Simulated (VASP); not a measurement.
# C6F in VASP: relaxation of the atoms with PBE+D3(BJ)

Aim: the relaxation of the atoms of C6F with PBE+D3(BJ).

Program: VASP 6.6.1. These are calculated values, not measurements. Logs are shortened: lines on timing, memory, paths and dates and some standing lists are left out, and cuts for length are marked.

### Step 1. The cell of the first run

The cell holds a slab with vacuum, 7 atoms: a = 2.465 Å, b = 2.465 Å, c = 25.741 Å, α = 90.00°, β = 90.00°, γ = 120.00°.

### Step 2. Relaxation of the atoms, PBE+D3(BJ)

Input file INCAR:

```
SYSTEM = C6F
ALGO = Fast
DIPOL = 0.5 0.5 0.487
EDIFF = 1E-7
EDIFFG = -0.03
ENCUT = 520
GGA = PE
IBRION = 2
IDIPOL = 3
ISIF = 2
ISMEAR = 0
IVDW = 12
LASPH = .True.
LCHARG = .False.
LDIPOL = .True.
LREAL = .False.
LWAVE = .False.
NELM = 60
NSW = 90
PREC = Accurate
SIGMA = 0.1
```

Input file KPOINTS:

```
k-points
0
Gamma
  12 12 1
  0 0 0
```

Input file POSCAR:

```
C6F
1.0
    2.4649634496      0.0000000000      0.0000000000
   -1.2324817248      2.1347209667      0.0000000000
    0.0000000000      0.0000000000     25.7405394514
C F
6 1
Selective dynamics
Direct
    0.0000000000      0.0000000000      0.3302184157  F F F
    0.3333333333      0.6666666667      0.3302184096  F F F
    0.0000000000      0.0000000000      0.4611507784  T T T
    0.6666666667      0.3333333333      0.4611507723  T T T
    0.0000000000      0.0000000000      0.5920831411  T T T
    0.3333333333      0.6666666667      0.5920831349  T T T
    0.0000000000      0.0000000000      0.6441411022  T T T
```

Potentials or basis: VASP PAW PBE potentials, release 64 (C, F).

On the command line:

```bash
cat potpaw_PBE.64/C/POTCAR potpaw_PBE.64/F/POTCAR > POTCAR
mpirun -np 1 vasp_std > vasp.out
```

OUTCAR:

```text
SYSTEM = C6F
   EDIFF = 1E-7
   EDIFFG = -0.03
   ENCUT = 520
   GGA = PE
   IBRION = 2
   ISIF = 2
   ISMEAR = 0
   IVDW = 12
   LASPH = .True.
   LREAL = .False.
   NELM = 60
   NSW = 90
   PREC = Accurate
 IVDW          = 12

 ion  position               nearest neighbor table
   1  0.000  0.000  0.330-   2 1.42   2 1.42   2 1.42
   2  0.333  0.667  0.330-   1 1.42   1 1.42   1 1.42
   3  0.000  0.000  0.461-   4 1.42   4 1.42   4 1.42
   4  0.667  0.333  0.461-   3 1.42   3 1.42   3 1.42
   5  0.000  0.000  0.592-   7 1.34   6 1.42   6 1.42   6 1.42
   6  0.333  0.667  0.592-   5 1.42   5 1.42   5 1.42   7 1.95   7 1.95   7 1.95
   7  0.000  0.000  0.644-   5 1.34   6 1.95   6 1.95   6 1.95

  LATTYP: Found a hexagonal cell.
 ALAT       =     2.4649634496
 C/A-ratio  =    10.4425643535

  Lattice vectors:

 A1 = (   2.4649634496,   0.0000000000,   0.0000000000)
 A2 = (  -1.2324817248,   2.1347209667,   0.0000000000)
 A3 = (   0.0000000000,   0.0000000000,  25.7405394514)

Analysis of symmetry for initial positions (statically):
=====================================================================
 Subroutine PRICEL returns:
 Original cell was already a primitive cell.

 Routine SETGRP: Setting up the symmetry group for a
 hexagonal supercell.

 Subroutine GETGRP returns: Found  6 space group operations
 (whereof  6 operations were pure point group operations)
 out of a pool of 24 trial point group operations.

The static configuration has the point symmetry C_3v.

Analysis of symmetry for dynamics (positions and initial velocities):
=====================================================================
 Subroutine PRICEL returns:
 Original cell was already a primitive cell.

 Routine SETGRP: Setting up the symmetry group for a
 hexagonal supercell.

 Subroutine GETGRP returns: Found  6 space group operations
 (whereof  6 operations were pure point group operations)
 out of a pool of 24 trial point group operations.

The dynamic configuration has the point symmetry C_3v.

Analysis of constrained symmetry for selective dynamics:
=====================================================================
 Subroutine PRICEL returns:
 Original cell was already a primitive cell.

 Routine SETGRP: Setting up the symmetry group for a
 hexagonal supercell.

 Subroutine GETGRP returns: Found  6 space group operations
 (whereof  6 operations were pure point group operations)
 out of a pool of 24 trial point group operations.

The constrained configuration has the point symmetry C_3v.

 Subroutine INISYM returns: Found  6 space group operations
 (whereof  6 operations are pure point group operations),
 and found     1 'primitive' translations

----------------------------------------------------------------------------------------

                                     Primitive cell

  volume of cell :     135.4470

  direct lattice vectors                    reciprocal lattice vectors
     2.464963450  0.000000000  0.000000000     0.405685529  0.234222649  0.000000000
    -1.232481725  2.134720967  0.000000000     0.000000000  0.468445298  0.000000000
     0.000000000  0.000000000 25.740539451     0.000000000  0.000000000  0.038849225

  length of vectors
     2.464963450  2.464963450 25.740539451     0.468445298  0.468445298  0.038849225

  position of ions in fractional coordinates (direct lattice)
     0.000000000  0.000000000  0.330218416
     0.333333333  0.666666667  0.330218410
     0.000000000  0.000000000  0.461150778
     0.666666667  0.333333333  0.461150772
     0.000000000  0.000000000  0.592083141
     0.333333333  0.666666667  0.592083135
     0.000000000  0.000000000  0.644141102

  ion indices of the primitive-cell ions
   primitive index   ion index
                 1           1
                 2           2
                 3           3
                 4           4
                 5           5
                 6           6
                 7           7

----------------------------------------------------------------------------------------

 KPOINTS: k-points

Automatic generation of k-mesh.
 Grid dimensions read from file:
 generate k-points for:   12   12    1

 Generating k-lattice:

  Cartesian coordinates                     Fractional coordinates (reciprocal lattice)
     0.033807127  0.019518554  0.000000000     0.083333333 -0.000000000  0.000000000
     0.000000000  0.039037108  0.000000000     0.000000000  0.083333333  0.000000000
     0.000000000  0.000000000  0.038849225     0.000000000  0.000000000  1.000000000

  Length of vectors
     0.039037108  0.039037108  0.038849225

  Shift w.r.t. Gamma in fractional coordinates (k-lattice)
     0.000000000  0.000000000  0.000000000

 Subroutine IBZKPT returns following result:
 ===========================================

 Found     19 irreducible k-points:

 Following reciprocal coordinates:
            Coordinates               Weight
  0.000000  0.000000  0.000000      1.000000
  0.083333  0.000000  0.000000      6.000000
  0.166667 -0.000000  0.000000      6.000000
  0.250000  0.000000  0.000000      6.000000
  0.333333 -0.000000  0.000000      6.000000
  0.416667  0.000000  0.000000      6.000000
[... 11 lines left out ...]
  0.333333  0.250000  0.000000     12.000000
  0.333333  0.333333  0.000000      2.000000
   k-points           NKPTS =     19   k-points in BZ     NKDIM =     19   number of bands    NBANDS=     19
   number of dos      NEDOS =    301   number of ions     NIONS =      7
   total plane-waves  NPLWV =  62208
   dimension x,y,z NGX =    18 NGY =   18 NGZ =  192
   dimension x,y,z NGXF=    36 NGYF=   36 NGZF=  384
   ions per type =               6   1
   NGX,Y,Z   is equivalent  to a cutoff of  12.14, 12.14, 12.40 a.u.
   NGXF,Y,Z  is equivalent  to a cutoff of  24.28, 24.28, 24.80 a.u.
 SYSTEM =  C6F
   PREC   = accura    normal or accurate (medium, high low for compatibility)
   ISTART =      0    job   : 0-new  1-cont  2-samecut
   ICHARG =      2    charge: 1-file 2-atom 10-const
   ISPIN  =      1    spin polarized calculation?
   LNONCOLLINEAR =      F non collinear calculations
   LSORBIT =      F    spin-orbit coupling
   LASPH  =      T    aspherical Exc in radial PAW
   ENCUT  =  520.0 eV  38.22 Ry    6.18 a.u.   4.58  4.58 47.86*2*pi/ulx,y,z
   NELM   =     60;   NELMIN=  2; NELMDL= -5     # of ELM steps
   EDIFF  = 0.1E-06   stopping-criterion for ELM
   LREAL  =      F    real-space projection
   EDIFFG = -.3E-01   stopping-criterion for IOM
   NSW    =     90    number of steps for IOM
   IBRION =      2    ionic relax: 0-MD 1-quasi-New 2-CG
   NFREE  =      1    steps in history (QN), initial steepest desc. (CG)
   ISIF   =      2    stress and relaxation
   ISYM   =      2    0-nonsym 1-usesym 2-fastsym
   POTIM  = 0.5000    time-step for ionic-motion
   TEBEG  =    0.0;   TEEND  =   0.0 temperature during run
   PSTRESS=    0.0 pullay stress
   NELECT =      31.0000    total number of electrons
   NUPDOWN=      -1.0000    fix difference up-down
   EMIN   =  10.00;   EMAX   =-10.00  energy-range for DOS
   EFERMI =   0.00;   METHOD = LEGACY
   ISMEAR =     0;   SIGMA  =   0.10  broadening in eV -4-tet -1-fermi 0-gaus
   EFERMI_NEDOS =   21; number of points for ismear=-14 and -15
   IALGO  =     68    algorithm
   IMIX   =      4    mixing-type and parameters
     AMIX     =   0.40;   BMIX     =  1.00
     AMIX_MAG =   1.60;   BMIX_MAG =  1.00
  volume/ion in A,a.u.               =      19.35       130.58
  Fermi-wavevector in a.u.,A,eV,Ry     =   1.001396  1.892363 13.643827  1.002793
  Thomas-Fermi vector in A             =   2.133815
   LORBIT       =      0    0 simple, 1 ext, 2 COOP (PROOUT), +10 PAW based schemes
   GGA     = PE    functional components
   LHFCALC =     F    Hartree Fock is set to
   AEXX    =    0.0000 exact exchange contribution
   IVDW    =    12    specifies the selected vdW correction
   LEPSILON=     F    determine dielectric tensor
   LRPA    =     F    only Hartree local field effects (RPA)
 conjugate gradient relaxation of ions
 non-spin polarized calculation
 RMM-DIIS sequential band-by-band and
 Gauss-broadening in eV      SIGMA  =   0.10
  energy-cutoff  :      520.00
  volume of cell :      135.45
 maximum number of plane-waves:      3696
   NGX =  9   NGY =  9   NGZ = 95

 dipolmoment           0.000000      0.000000     -0.003841 electrons x Angstroem

--------------------------------------- Ionic step        1  -------------------------------------------

 number of electron      31.0000000 magnetization

 Free energy of the ion-electron system (eV)
  ---------------------------------------------------
  ext. energy  EPLUGINS =         0.00000000
  ---------------------------------------------------
  free energy    TOTEN  =       -54.49932963 eV

  energy without entropy =      -54.48948138  energy(sigma->0) =      -54.49440550

------------------------ aborting loop because EDIFF is reached ----------------------------------------

 Edisp (eV)   -0.83489

 E8    (eV) :    -0.2411
[... 120 lines left out ...]
  FREE ENERGIE OF THE ION-ELECTRON SYSTEM (eV)
  ---------------------------------------------------
  free  energy   TOTEN  =       -57.2821585869 eV

  energy  without entropy=      -57.2680704650  energy(sigma->0) =      -57.27511453

[... ionic steps 4 to 23 ...]

--------------------------------------- Ionic step       24  -------------------------------------------

 number of electron      30.9999998 magnetization

------------------------ aborting loop because EDIFF is reached ----------------------------------------
[... 85 lines left out ...]
--------------------------------------- Ionic step       26  -------------------------------------------

 number of electron      30.9999998 magnetization

 dipolmoment           0.000000      0.000000      0.125395 electrons x Angstroem

 Free energy of the ion-electron system (eV)
  ---------------------------------------------------
  ext. energy  EPLUGINS =         0.00000000
  ---------------------------------------------------
  free energy    TOTEN  =       -56.57216930 eV

  energy without entropy =      -56.55934198  energy(sigma->0) =      -56.56575564

 E-fermi :  -1.8594     XC(G=0):  -4.9712

 val. band max:       -2.0987983063   @ k =   0.3333  -0.0000   0.0000
 cond. band min:      -1.8520177544   @ k =   0.3333   0.0833   0.0000
 fundamental gap:      0.2467805518
 Fermi energy:        -1.8593804307

 k-point     1 :       0.0000    0.0000    0.0000
  band No.  band energies     occupation
      1     -26.0740      2.00000
      2     -21.4373      2.00000
      3     -21.2339      2.00000
      4     -20.2430      2.00000
      5     -10.2571      2.00000
      6      -9.8385      2.00000
[... 407 lines left out ...]
     18      -1.1724      0.00000
     19       4.5031      0.00000

------------------------ aborting loop because EDIFF is reached ----------------------------------------

 vacuum level on the upper side and lower side of the slab       (xc-potential included)         2.042        -2.166

 Edisp (eV)   -0.85326

 E8    (eV) :    -0.2471

  FORCE on cell =-STRESS in cart. coord.  units (eV):
  Direction    XX          YY          ZZ          XY          YZ          ZX
  --------------------------------------------------------------------------------------
  -------------------------------------------------------------------------------------
  Total       4.08156     4.08156     0.25010     0.00000     0.00000    -0.00000
  in kB      48.27998    48.27998     2.95833     0.00000     0.00000    -0.00000
  external pressure =       33.17 kB  Pullay stress =        0.00 kB
[... 22 lines left out ...]
  FREE ENERGIE OF THE ION-ELECTRON SYSTEM (eV)
  ---------------------------------------------------
  free  energy   TOTEN  =       -57.4254254579 eV

  energy  without entropy=      -57.4125981379  energy(sigma->0) =      -57.41901180

 reached required accuracy - stopping structural energy minimisation

 vacuum level on the upper side and lower side of the slab         6.687         2.386
```

It took 31 min on 1 thread of Oxide Virtual Turin-like, shared host; peak memory 0.24 GiB.

Results:

| Property | Result |
| --- | --- |
| Free energy | -57.4254 eV |
| Energy gained by relaxing | 298.7 meV/atom |
| Ionic steps | 26 |
| Band gap on the k mesh | zero (an odd number of electrons rules out a gap without spin polarisation) |
| Dispersion energy per atom | -0.122 eV |

Step by step:
```
step  energy change (eV)  largest force on free atoms (eV/Å)  pressure (GPa)
   1              0.0000                             11.3175           12.35
   2             -1.4852                              3.6223           -0.20
   3             -1.9479                              1.2304            2.89
   4             -1.9511                              1.2743            3.03
   5             -1.9525                              1.3149            3.23
   6             -1.9523                              1.2972            3.13
   7             -2.0311                              0.8391            2.80
   8             -2.0485                              0.9758            2.50
   9             -2.0607                              0.8319            3.68
  10             -2.0751                              0.4788            3.14
  11             -2.0802                              0.1252            3.45
  12             -2.0805                              0.0559            3.39
  13             -2.0810                              0.0544            3.39
  14             -2.0824                              0.0560            3.39
  15             -2.0848                              0.0843            3.40
  16             -2.0881                              0.1438            3.43
  17             -2.0895                              0.2681            3.49
  18             -2.0899                              0.2344            3.46
  19             -2.0907                              0.1350            3.39
  20             -2.0906                              0.0862            3.24
  21             -2.0909                              0.0549            3.31
  22             -2.0910                              0.0434            3.32
  23             -2.0911                              0.0363            3.33
  24             -2.0911                              0.0630            3.35
  25             -2.0911                              0.0343            3.34
  26             -2.0912                              0.0292            3.32
```

Final structure:
```yaml
crystal:
  lattice:
    - [2.46496, 0.00000, 0.00000]
    - [-1.23248, 2.13472, 0.00000]
    - [0.00000, 0.00000, 25.74054]
  atoms:
    - { symbol: C, position: [0.00000, 0.00000, 0.33022] }
    - { symbol: C, position: [0.33333, 0.66667, 0.33022] }
    - { symbol: C, position: [0.00000, 0.00000, 0.45585] }
    - { symbol: C, position: [0.66667, 0.33333, 0.45591] }
    - { symbol: C, position: [0.00000, 0.00000, 0.59780] }
    - { symbol: C, position: [0.33333, 0.66667, 0.58596] }
    - { symbol: F, position: [0.00000, 0.00000, 0.65595] }
```

Caveat: an odd number of electrons without spin polarisation forces a metal; a magnetic or distorted state may lie lower.

The gap in the log of VASP goes by the Fermi energy; the results here count the filled bands.